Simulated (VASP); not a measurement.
# Si2N: relaxation of cell and atoms with PBE

Si2N:

```
CELL_PARAMETERS angstrom
1.99639 -2.72301 0.00000
1.99639 2.72301 0.00000
0.00000 0.00000 3.33809
ATOMIC_POSITIONS crystal
Si 0.10308 0.89692 0.50000
Si 0.89692 0.10308 0.50000
N 0.50000 0.50000 0.00000
```

* Program: VASP 6.6.1
* Task: relaxation of cell and atoms
* Functional: PBE
* Potentials or basis: VASP PAW PBE potentials, release 64 (Si, N)
* Cutoff: 600 eV
* k mesh: 6 × 6 × 6
* Occupations: gaussian, width 0.1 eV
* Spin: no spin polarisation
* Dipole correction: no
* Further INCAR settings: ALGO = Normal; EDIFF = 1e-07; IBRION = 2; EDIFFG = -0.04; NSW = 90; ISIF = 3

```yaml
Relaxed_volume: 11.36 Å³/atom
Relaxed_cell: a = 4.479 Å, b = 4.479 Å, c = 2.674 Å, α = 90.00°, β = 90.00°, γ = 140.56°
Space_group_after_relaxing_to_0.05_Å: Cmmm (No. 65)
Energy_gained_by_relaxing: 14418.8 meV/atom
Ionic_steps: 34
Pressure_after_relaxing: 0.0 GPa
Largest_force_after_relaxing: 0.032 eV/Å
```

Forces in eV/Å, atoms in the order of the input:
```
Si   0.000  0.032  0.000
Si   0.000 -0.032  0.000
N    0.000  0.000  0.000
```

Stress tensor (GPa, compression positive):
```
-0.09  0.00  0.00
 0.00 -0.31  0.00
 0.00  0.00  0.46
```

The path:
```
step  energy change (eV)  largest force (eV/Å)  pressure (GPa)  volume (Å³)
   1              0.0000              129.2928          212.26        36.29
   2            -25.9091                0.4086           -9.67       118.13
   3            -27.4349                2.3449          -10.81       115.14
   4            -29.2677                1.0205          -14.85       111.70
   5            -30.3132                1.0447          -21.10       101.50
   6            463.9387             2090.0146          493.45        69.26
   7            -30.2467                1.5347           -5.75       100.22
   8            -34.1399                0.2121          -22.67        84.83
   9            -36.9910                1.4636          -25.35        77.07
  10            -37.7387                3.8199          -15.81        73.17
  11            -37.8597                0.3927          -22.02        74.74
  12            -37.9512                0.9480          -19.60        73.98
  13            -41.2282                3.5095          -13.76        49.54
  14            -42.0425                5.3470            4.01        39.20
  15            -43.1701                0.3587            0.52        32.69
  16            -43.1670                0.1326            1.77        32.27
  17            -43.1713                0.1795            0.93        32.54
  18            -43.1829                0.1381            0.20        32.82
  19            -43.2068                0.1405           -0.60        33.32
  20            -43.2189                0.5087           -3.00        34.29
  21            -43.2209                0.4231           -2.77        34.13
  22            -43.2210                0.2123           -1.88        33.73
  23            -43.2222                0.3096           -2.38        33.95
  24            -43.2307                0.3289           -1.69        33.92
  25            -43.2541                0.0253            1.04        33.79
  26            -43.0918                1.3966            6.68        33.43
  27            -43.2546                0.0000            1.16        33.78
  28            -43.2546                0.0869            1.47        33.76
  29            -43.2548                0.0374            1.28        33.77
  30            -43.2548                0.0553            1.35        33.77
  31            -43.2543                0.1118            0.81        33.98
  32            -43.2552                0.0785            1.13        33.85
  33            -43.2562                0.0102            0.24        34.03
  34            -43.2563                0.0322            0.02        34.08
```

Final structure:
```cif
data_structure
_symmetry_space_group_name_H-M 'P 1'
_symmetry_Int_Tables_number 1
_cell_length_a 4.4787
_cell_length_b 4.4787
_cell_length_c 2.6744
_cell_angle_alpha 90.000
_cell_angle_beta 90.000
_cell_angle_gamma 140.560
_cell_volume 34.08
loop_
_atom_site_label
_atom_site_type_symbol
_atom_site_fract_x
_atom_site_fract_y
_atom_site_fract_z
_atom_site_occupancy
Si1 Si 0.13635 0.86365 0.50000 1
Si2 Si 0.86365 0.13635 0.50000 1
N1 N 0.50000 0.50000 0.00000 1
```

Levels at points of the mesh, in eV from the Fermi level:
```csv
k point,band 4,band 5,band 6,band 7,band 8,band 9
"(0.00, 0.00, 0.00)",-4.08,-2.69,-1.91,1.71,1.98,5.26
"(0.50, 0.00, 0.00)",-7.46,-2.36,-1.02,-0.18,3.50,5.81
"(0.50, 0.50, 0.00)",-4.31,-2.08,-1.79,2.79,3.49,4.28
"(0.00, 0.00, 0.50)",-4.82,-3.81,-2.38,-1.26,2.33,4.35
"(0.50, 0.00, 0.50)",-6.83,-3.57,-3.35,-3.00,-2.22,1.69
"(0.50, 0.50, 0.50)",-7.20,-2.46,0.40,1.17,1.97,2.94
```

Wall time 6.1 min on 1 thread of AMD EPYC 9R14 (Zen 4) (shared host), peak memory 0.14 GiB.
